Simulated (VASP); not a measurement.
# HfN (Fm-3m) in VASP: further runs

The runs below take HfN through single point, relaxation of cell and atoms, with PBE.

Everything below comes from runs of VASP 6.6.1. Logs are shortened: lines on timing, memory, paths and dates and some standing lists are left out, and cuts for length are marked.

**1. The cell of the first run**

It takes space group Fm-3m (No. 225, cubic). Conventional cell: a = 4.548 Å, b = 4.548 Å, c = 4.548 Å, α = 90.00°, β = 90.00°, γ = 90.00°. Hf (site symmetry m-3m) has 6 N at 2.27 Å within 3.0 Å. Within 3.0 Å of N (site symmetry m-3m) lie 6 Hf at 2.27 Å.

**2. Single point, PBE**

INCAR reads:

```
PREC = Accurate
ENCUT = 520
EDIFF = 1E-7
ISMEAR = 0
SIGMA = 0.1
LREAL = False
LASPH = True
NELM = 80
ALGO = Normal
ISIF = 2
LWAVE = False
LCHARG = False
GGA = PE
NBANDS = 14
```

KPOINTS reads:

```
regular mesh
0
Gamma
  16 16 16
```

POSCAR reads:

```
HfN
1.0
    0.0000000000      2.2738953912      2.2738953912
    2.2738953912      0.0000000000      2.2738953912
    2.2738953912      2.2738953912      0.0000000000
Hf N
1 1
Direct
    0.0000000000      0.0000000000      0.0000000000
    0.5000000000      0.5000000000      0.5000000000
```

Potentials or basis: VASP PAW PBE potentials, release 64 (Hf_pv, N).

On the command line:

```
> cat potpaw_PBE.64/Hf_pv/POTCAR potpaw_PBE.64/N/POTCAR > POTCAR
> mpirun -np 1 vasp_std > vasp.out
```

OUTCAR:

```text
PREC = Accurate
   ENCUT = 520
   EDIFF = 1E-7
   ISMEAR = 0
   LREAL = False
   LASPH = True
   NELM = 80
   ISIF = 2
   GGA = PE

 ion  position               nearest neighbor table
   1  0.000  0.000  0.000-   2 2.27   2 2.27   2 2.27   2 2.27   2 2.27   2 2.27
   2  0.500  0.500  0.500-   1 2.27   1 2.27   1 2.27   1 2.27   1 2.27   1 2.27

  LATTYP: Found a face centered cubic cell.
 ALAT       =     4.5477907824

  Lattice vectors:

 A1 = (   0.0000000000,   2.2738953912,   2.2738953912)
 A2 = (   2.2738953912,   0.0000000000,   2.2738953912)
 A3 = (   2.2738953912,   2.2738953912,   0.0000000000)

Analysis of symmetry for initial positions (statically):
=====================================================================
 Subroutine PRICEL returns:
 Original cell was already a primitive cell.

 Routine SETGRP: Setting up the symmetry group for a
 face centered cubic supercell.

 Subroutine GETGRP returns: Found 48 space group operations
 (whereof 48 operations were pure point group operations)
 out of a pool of 48 trial point group operations.

The static configuration has the point symmetry O_h .

Analysis of symmetry for dynamics (positions and initial velocities):
=====================================================================
 Subroutine PRICEL returns:
 Original cell was already a primitive cell.

 Routine SETGRP: Setting up the symmetry group for a
 face centered cubic supercell.

 Subroutine GETGRP returns: Found 48 space group operations
 (whereof 48 operations were pure point group operations)
 out of a pool of 48 trial point group operations.

The dynamic configuration has the point symmetry O_h .

 Subroutine INISYM returns: Found 48 space group operations
 (whereof 48 operations are pure point group operations),
 and found     1 'primitive' translations

----------------------------------------------------------------------------------------

                                     Primitive cell

  volume of cell :      23.5148

  direct lattice vectors                    reciprocal lattice vectors
     0.000000000  2.273895391  2.273895391    -0.219886984  0.219886984  0.219886984
     2.273895391  0.000000000  2.273895391     0.219886984 -0.219886984  0.219886984
     2.273895391  2.273895391  0.000000000     0.219886984  0.219886984 -0.219886984

  length of vectors
     3.215773702  3.215773702  3.215773702     0.380855429  0.380855429  0.380855429

  position of ions in fractional coordinates (direct lattice)
     0.000000000  0.000000000  0.000000000
     0.500000000  0.500000000  0.500000000

  ion indices of the primitive-cell ions
   primitive index   ion index
                 1           1
                 2           2

----------------------------------------------------------------------------------------

 KPOINTS: regular mesh

Automatic generation of k-mesh.
 Grid dimensions read from file:
 generate k-points for:   16   16   16

 Generating k-lattice:

  Cartesian coordinates                     Fractional coordinates (reciprocal lattice)
    -0.013742937  0.013742937  0.013742937     0.062500000  0.000000000  0.000000000
     0.013742937 -0.013742937  0.013742937     0.000000000  0.062500000  0.000000000
     0.013742937  0.013742937 -0.013742937     0.000000000  0.000000000  0.062500000

  Length of vectors
     0.023803464  0.023803464  0.023803464

  Shift w.r.t. Gamma in fractional coordinates (k-lattice)
     0.000000000  0.000000000  0.000000000

 Subroutine IBZKPT returns following result:
 ===========================================

 Found    145 irreducible k-points:

 Following reciprocal coordinates:
            Coordinates               Weight
  0.000000  0.000000  0.000000      1.000000
  0.062500  0.000000  0.000000      8.000000
  0.125000  0.000000  0.000000      8.000000
  0.187500  0.000000  0.000000      8.000000
  0.250000  0.000000  0.000000      8.000000
  0.312500  0.000000  0.000000      8.000000
[... 16 lines left out ...]
 -0.125000  0.062500  0.000000     24.000000
 -0.062500  0.062500  0.000000     12.000000
 [... further k-points ...]
   k-points           NKPTS =    145   k-points in BZ     NKDIM =    145   number of bands    NBANDS=     14
   number of dos      NEDOS =    301   number of ions     NIONS =      2
   total plane-waves  NPLWV =  13824
   dimension x,y,z NGX =    24 NGY =   24 NGZ =   24
   dimension x,y,z NGXF=    48 NGYF=   48 NGZF=   48
   ions per type =               1   1
   NGX,Y,Z   is equivalent  to a cutoff of  12.41, 12.41, 12.41 a.u.
   NGXF,Y,Z  is equivalent  to a cutoff of  24.81, 24.81, 24.81 a.u.
 SYSTEM =  unknown system
   PREC   = accura    normal or accurate (medium, high low for compatibility)
   ISTART =      0    job   : 0-new  1-cont  2-samecut
   ICHARG =      2    charge: 1-file 2-atom 10-const
   ISPIN  =      1    spin polarized calculation?
   LNONCOLLINEAR =      F non collinear calculations
   LSORBIT =      F    spin-orbit coupling
   LASPH  =      T    aspherical Exc in radial PAW
   ENCUT  =  520.0 eV  38.22 Ry    6.18 a.u.   5.98  5.98  5.98*2*pi/ulx,y,z
   NELM   =     80;   NELMIN=  2; NELMDL= -5     # of ELM steps
   EDIFF  = 0.1E-06   stopping-criterion for ELM
   LREAL  =      F    real-space projection
   EDIFFG = 0.1E-05   stopping-criterion for IOM
   NSW    =      0    number of steps for IOM
   IBRION =     -1    ionic relax: 0-MD 1-quasi-New 2-CG
   NFREE  =      0    steps in history (QN), initial steepest desc. (CG)
   ISIF   =      2    stress and relaxation
   ISYM   =      2    0-nonsym 1-usesym 2-fastsym
   POTIM  = 0.5000    time-step for ionic-motion
   TEBEG  =    0.0;   TEEND  =   0.0 temperature during run
   PSTRESS=    0.0 pullay stress
   NELECT =      15.0000    total number of electrons
   NUPDOWN=      -1.0000    fix difference up-down
   EMIN   =  10.00;   EMAX   =-10.00  energy-range for DOS
   EFERMI =   0.00;   METHOD = LEGACY
   ISMEAR =     0;   SIGMA  =   0.10  broadening in eV -4-tet -1-fermi 0-gaus
   EFERMI_NEDOS =   21; number of points for ismear=-14 and -15
   IALGO  =     38    algorithm
   IMIX   =      4    mixing-type and parameters
     AMIX     =   0.40;   BMIX     =  1.00
     AMIX_MAG =   1.60;   BMIX_MAG =  1.00
  volume/ion in A,a.u.               =      11.76        79.34
  Fermi-wavevector in a.u.,A,eV,Ry     =   1.409261  2.663117 27.021396  1.986017
  Thomas-Fermi vector in A             =   2.531335
   LORBIT       =      0    0 simple, 1 ext, 2 COOP (PROOUT), +10 PAW based schemes
   GGA     = PE    functional components
   LHFCALC =     F    Hartree Fock is set to
   AEXX    =    0.0000 exact exchange contribution
   IVDW    =     0    specifies the selected vdW correction
   LEPSILON=     F    determine dielectric tensor
   LRPA    =     F    only Hartree local field effects (RPA)
 non-spin polarized calculation
 Gauss-broadening in eV      SIGMA  =   0.10
  energy-cutoff  :      520.00
  volume of cell :       23.51
 maximum number of plane-waves:       648
   NGX = 11   NGY = 11   NGZ = 11

 number of electron      15.0000000 magnetization

 Free energy of the ion-electron system (eV)
  ---------------------------------------------------
  ext. energy  EPLUGINS =         0.00000000
  ---------------------------------------------------
  free energy    TOTEN  =       -21.75871179 eV

  energy without entropy =      -21.75575027  energy(sigma->0) =      -21.75723103

 E-fermi :   8.2101     XC(G=0): -12.6291

 val. band max:        8.2094101122   @ k =  -0.1250   0.0625   0.0000
 cond. band min:       8.2133705928   @ k =   0.3750   0.1250   0.0000
 fundamental gap:      0.0039604806
 Fermi energy:         8.2100927318

 k-point     1 :       0.0000    0.0000    0.0000
  band No.  band energies     occupation
      1     -23.0214      2.00000
      2     -23.0214      2.00000
      3     -23.0214      2.00000
      4      -9.1829      2.00000
      5       5.2059      2.00000
      6       5.2059      2.00000
      7       5.2059      2.00000
      8       7.8736      2.00000
      9       7.8736      2.00000
     10       7.8736      2.00000
     11       9.8201      0.00000
     12      10.1305      0.00000
     13      10.1305      0.00000
     14      17.7267      0.00000

 k-point     2 :       0.0625    0.0000    0.0000
  band No.  band energies     occupation
      1     -23.0586      2.00000
      2     -23.0246      2.00000
      3     -23.0246      2.00000
      4      -9.0964      2.00000
      5       4.8024      2.00000
      6       4.9779      2.00000
      7       4.9779      2.00000
      8       7.9807      1.99882
      9       8.0050      1.99627
     10       8.0050      1.99627
     11      10.1161      0.00000
     12      10.4263      0.00000
     13      10.4263      0.00000
     14      18.0268      0.00000

 k-point     3 :       0.1250    0.0000    0.0000
  band No.  band energies     occupation
      1     -23.1626      2.00000
      2     -23.0335      2.00000
      3     -23.0335      2.00000
      4      -8.8475      2.00000
      5       3.9009      2.00000
      6       4.4473      2.00000
      7       4.4473      2.00000
      8       8.1627      1.49738
      9       8.3514      0.04569
     10       8.3514      0.04569
     11      10.8642      0.00000
     12      11.1979      0.00000
     13      11.1979      0.00000
     14      18.8598      0.00000

 k-point     4 :       0.1875    0.0000    0.0000
  band No.  band energies     occupation
      1     -23.3139      2.00000
      2     -23.0468      2.00000
      3     -23.0468      2.00000
      4      -8.4664      2.00000
      5       2.8545      2.00000
      6       3.8338      2.00000
      7       3.8338      2.00000
      8       8.3945      0.00911
      9       8.8648      0.00000
     10       8.8648      0.00000
     11      11.7924      0.00000
     12      12.2398      0.00000
     13      12.2398      0.00000
     14      20.0078      0.00000

 k-point     5 :       0.2500    0.0000    0.0000
  band No.  band energies     occupation
      1     -23.4862      2.00000
      2     -23.0625      2.00000
      3     -23.0625      2.00000
      4      -7.9978      2.00000
      5       1.8240      2.00000
      6       3.2579      2.00000
      7       3.2579      2.00000
      8       8.7521      0.00000
      9       9.5174      0.00000
     10       9.5174      0.00000
     11      12.6803      0.00000
[... 276 lines left out ...]
 k-point    22 :      -0.1875    0.0625    0.0000
  band No.  band energies     occupation
      1     -23.3766      2.00000
      2     -23.0858      2.00000
      3     -23.0404      2.00000
      4      -8.2699      2.00000
      5       2.3605      2.00000
      6       3.4182      2.00000
      7       3.8402      2.00000
      8       8.4373      0.00131
      9       8.8090      0.00000
     10       9.6855      0.00000
     11      11.4413      0.00000
     12      12.8299      0.00000
     13      13.2649      0.00000
     14      20.3332      0.00000

 k-point    23 :      -0.1250    0.0625    0.0000
  band No.  band energies     occupation
      1     -23.2230      2.00000
      2     -23.0653      2.00000
      3     -23.0289      2.00000
      4      -8.6705      2.00000
      5       3.3167      2.00000
      6       3.9920      2.00000
      7       4.4155      2.00000
      8       8.2094      1.00770
      9       8.3272      0.09760
     10       9.0242      0.00000
     11      10.5964      0.00000
     12      11.8451      0.00000
     13      12.1323      0.00000
     14      19.4451      0.00000

 k-point    24 :      -0.0625    0.0625    0.0000
  band No.  band energies     occupation
      1     -23.1100      2.00000
      2     -23.0438      2.00000
      3     -23.0233      2.00000
      4      -8.9577      2.00000
      5       4.1995      2.00000
      6       4.5627      2.00000
      7       4.8655      2.00000
      8       8.0314      1.98849
      9       8.0439      1.98124
     10       8.4680      0.00027
     11      10.1511      0.00000
     12      10.9284      0.00000
     13      11.1361      0.00000
     14      18.5026      0.00000

 [... further k-points ...]
[... 5 lines left out ...]
  --------------------------------------------------------------------------------------
  -------------------------------------------------------------------------------------
  Total       -0.3434554     -0.3434554     -0.3434554     -0.0000000      0.0000000      0.0000000
  in kB      -23.4012755    -23.4012755    -23.4012755     -0.0000000      0.0000000      0.0000000
  external PRESSURE =     -23.4012755 kB  Pullay stress =       0.0000000 kB

 VOLUME and BASIS-vectors are now :
 -----------------------------------------------------------------------------
  energy-cutoff  :      520.00
  volume of cell :       23.51
      direct lattice vectors                 reciprocal lattice vectors
     0.000000000  2.273895391  2.273895391    -0.219886984  0.219886984  0.219886984
     2.273895391  0.000000000  2.273895391     0.219886984 -0.219886984  0.219886984
     2.273895391  2.273895391  0.000000000     0.219886984  0.219886984 -0.219886984

 POSITION                                       TOTAL-FORCE (eV/Angst)
 -----------------------------------------------------------------------------------
      0.00000      0.00000      0.00000         0.000000     -0.000000      0.000000
      2.27390      2.27390      2.27390        -0.000000      0.000000     -0.000000
 -----------------------------------------------------------------------------------
    total drift:                                0.000000     -0.000000     -0.000000

  FREE ENERGIE OF THE ION-ELECTRON SYSTEM (eV)
  ---------------------------------------------------
  free  energy   TOTEN  =       -21.7587117860 eV

  energy  without entropy=      -21.7557502708  energy(sigma->0) =      -21.75723103
```

Run time: 12 s. Hardware: 1 thread of Intel Xeon 6975P-C (Granite Rapids), shared host; peak memory 0.17 GiB.

Results:

| Quantity | Value |
| --- | --- |
| Free energy | -21.7587 eV |
| Pressure | -2.3 GPa |

Caveat: spin-orbit coupling is left out, which moves the levels of the heavy elements.

(Continued in part 2 of 2.)
